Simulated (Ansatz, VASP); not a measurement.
## NbAs: VASP beside Ansatz

```
CELL_PARAMETERS angstrom
0.00000 2.60519 2.60519
2.60519 0.00000 2.60519
2.60519 2.60519 0.00000
ATOMIC_POSITIONS crystal
Nb 0.50000 0.50000 0.50000
As 0.97697 0.02303 0.02303
```

Alike in both runs: task single point; functional PBEsol; k mesh 10 × 10 × 10; occupations gaussian, width 0.05 eV; no spin polarisation.

|  | VASP | Ansatz |
| --- | --- | --- |
| version | VASP 6.6.1 | Ansatz 0.2.0 |
| potentials or method | VASP PAW PBE potentials, release 64 (Nb_sv, As), cutoff 520 eV | scalar-relativistic, plane waves, PAW |
| valence electrons in the cell | 18 | 28 |

Ansatz gave:

- gap on the k mesh at the Fermi level (eV): none
- pressure (GPa): 1.1
- traceless stress, the component that is largest in VASP (GPa): 2.87
- rms of the force components (eV/Å): 0.572

Problem. Estimate VASP's values.

Solution. gap on the k mesh at the Fermi level (eV): none; pressure (GPa): 1.3; traceless stress, the component that is largest in VASP (GPa): 2.89; rms of the force components (eV/Å): 0.577.

VASP's potentials were made for PBE, not for PBEsol. Atom by atom the forces differ by 0.005 eV/Å (rms over components). A gap of «none» marks a metal or a gap that the smearing closes. With one functional, cell and mesh, what is left measures potentials, basis and numerics. VASP's potentials hold 18 valence electrons a cell and Ansatz's 28, so a difference there can come from the potentials and not from the codes.
